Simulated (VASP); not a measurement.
Input of a VASP 6.6.1 run:

POSCAR

```
PbF2
1.0
    0.0000000000      2.9604381116      2.9604381116
    2.9604381116      0.0000000000      2.9604381116
    2.9604381116      2.9604381116      0.0000000000
Pb F
1 2
Direct
    0.0000000000      0.0000000000      0.0000000000
    0.2500000000      0.2500000000      0.2500000000
    0.7500000000      0.7500000000      0.7500000000
```

The input INCAR.step1:

```
SYSTEM = PbF2
PREC = Accurate
ENCUT = 520
ISMEAR = 0
SIGMA = 0.01
LREAL = .FALSE.
LASPH = .TRUE.
NELM = 100
NBANDS = 21
GGA = PE
ALGO = Normal
EDIFF = 1E-4
LWAVE = .TRUE.
LCHARG = .FALSE.
```

INCAR.step2

```
SYSTEM = PbF2
PREC = Accurate
ENCUT = 520
EDIFF = 1E-6
ISMEAR = 0
SIGMA = 0.01
LREAL = .FALSE.
LASPH = .TRUE.
NELM = 100
ALGO = Normal
ISIF = 2
LWAVE = .FALSE.
LCHARG = .TRUE.
METAGGA = R2SCAN
LMIXTAU = .TRUE.
LELF = .TRUE.
LVHAR = .TRUE.
NBANDS = 21
ISTART = 1
```

Contents of KPOINTS:

```
Automatic mesh
0
G
  8 8 8
  0 0 0
```

Potentials or basis: VASP PAW PBE potentials, release 64 (Pb_d, F).

Run with:

```sh
$ cat potpaw_PBE.64/Pb_d/POTCAR potpaw_PBE.64/F/POTCAR > POTCAR
$ cp INCAR.step1 INCAR
$ mpirun -np 1 vasp_std > vasp.out
$ cp INCAR.step2 INCAR
$ mpirun -np 1 vasp_std > vasp.out
```

What does it give for the band gap on the k mesh?

4.93 eV, indirect (least direct gap 5.08 eV).

Predict the pressure.

-0.1 GPa.

Caveat: the PAW data sets were made with another functional, which shifts forces and pressure a little; spin-orbit coupling is left out, which moves the levels of the heavy elements. A k mesh can miss the band edges.
